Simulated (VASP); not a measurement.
Crystal: LiC2.

```
Li C
1.0
     4.17861    0.00000    0.00000
     0.00000    4.17861    0.00000
     0.00000    0.00000    1.38342
Li C
1 2
Direct
  0.00000 0.00000 0.00000
  0.50000 0.00000 0.00000
  0.00000 0.50000 0.00000
```

This cell differs from its parent crystal: atoms taken out.

| Item | Value |
| --- | --- |
| Program | VASP 6.6.1 |
| Task | relaxation of cell and atoms |
| Functional | PBE |
| Potentials or basis | VASP PAW PBE potentials, release 64 (Li_sv, C) |
| Cutoff | 600 eV |
| k mesh | 4 × 4 × 12 |
| Occupations | gaussian, width 0.1 eV |
| Spin | collinear spin, zero start |
| Starting moments | [0.0, 0.0, 0.0] μB |

At the start: pressure 2.4 GPa; volume 8.05 Å³/atom.

Q: How do energy, volume and symmetry change on relaxing?

A: Over 7 steps the energy falls by 25.5 meV/atom and the volume is 8.68 Å³/atom (+7.8 %); space group P4/mmm (No. 123, to 0.1 Å) before and after; moment 0.00 μB per cell.

The path:
```tsv
step	energy change (eV)	largest force (eV/Å)	pressure (GPa)	volume (Å³)
1	0.0000	0.0000	2.40	24.16
2	0.0209	0.0000	15.90	24.55
3	-0.0399	0.0000	7.88	24.34
4	-0.0752	0.0000	0.53	25.75
5	-0.0759	0.0000	-0.55	26.00
6	-0.0752	0.0000	0.94	26.11
7	-0.0764	0.0000	0.07	26.04
```

Final structure:
```
Li C
1.0
     4.35751    0.00000    0.00000
     0.00000    4.35751    0.00000
     0.00000    0.00000    1.37163
Li C
1 2
Direct
  0.00000 0.00000 0.00000
  0.50000 0.00000 0.00000
  0.00000 0.50000 0.00000
```

Caveat: the k points lie up to 0.38 Å⁻¹ apart in the final cell; the cell differs from its parent crystal (atoms taken out); the cutoff is under 1.25 times the usual one of these potentials, so pressure, stress and relaxed cells hold a basis-set (Pulay) error; atoms lie so close that the PAW spheres overlap strongly, which falsifies energies and pressures.
